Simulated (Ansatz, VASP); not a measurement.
One calculation of SnTe, two programs

Contents of INCAR:

```
SYSTEM = SnTe
PREC     = Accurate       ! precision mode
ENCUT    = 520            ! plane-wave cutoff, eV
EDIFF    = 1E-6           ! SCF threshold, eV
ISMEAR   = -1             ! smearing method
SIGMA    = 0.02           ! smearing width, eV
LREAL    = .FALSE.        ! projectors in reciprocal space
LASPH    = .TRUE.         ! aspherical terms in the spheres
NELM     = 80             ! most SCF steps
ALGO     = Normal         ! electronic algorithm
ISIF     = 2              ! what is computed and relaxed
LWAVE    = .FALSE.        ! write WAVECAR
LCHARG   = .FALSE.        ! write CHGCAR
GGA      = PE             ! functional
NBANDS   = 17             ! bands
```

Contents of KPOINTS:

```
regular mesh
0
G
  6 6 6
  0 0 0
```

Contents of POSCAR:

```
SnTe
1.0
    0.0000000000      3.1399114309      3.1399114309
    3.1399114309      0.0000000000      3.1399114309
    3.1399114309      3.1399114309      0.0000000000
Sn Te
1 1
Direct
    0.0000000000      0.0000000000      0.0000000000
    0.5000000000      0.5000000000      0.5000000000
```

Input for Ansatz:

```yaml
crystal:
  lattice:
    - [0.0, 3.1399114309, 3.1399114309]
    - [3.1399114309, 0.0, 3.1399114309]
    - [3.1399114309, 3.1399114309, 0.0]
  atoms:
    - { symbol: Sn, position: [0.0, 0.0, 0.0] }
    - { symbol: Te, position: [0.5, 0.5, 0.5] }
kpoints:
  mp_grid: { grid: [6, 6, 6] }
hamiltonian:
  xc: pbe
scf:
  occupations: { method: fermi_dirac, width: 0.02 }
  n_extra_bands: 4
output:
  forces: true
  stress: true
  eigenvalues: true
```

Alike in both runs: task single point; functional PBE; k mesh 6 × 6 × 6; occupations fermi-dirac, width 0.02 eV; no spin polarisation.

|  | VASP | Ansatz |
| --- | --- | --- |
| version | VASP 6.6.1 | Ansatz 0.2.0 |
| potentials or method | VASP PAW PBE potentials, release 64 (Sn_d, Te) | plane waves, PAW |
| plane-wave cutoff (eV) | 520 | 420 |
| valence electrons in the cell | 20 | 30 |

```csv
,VASP,Ansatz,Ansatz less VASP
pressure (GPa),2.8,2.8,+0.02
```

VASP's potentials hold 20 valence electrons a cell and Ansatz's 30, so a difference there can come from the potentials and not from the codes.

Neither program's run includes spin-orbit coupling.
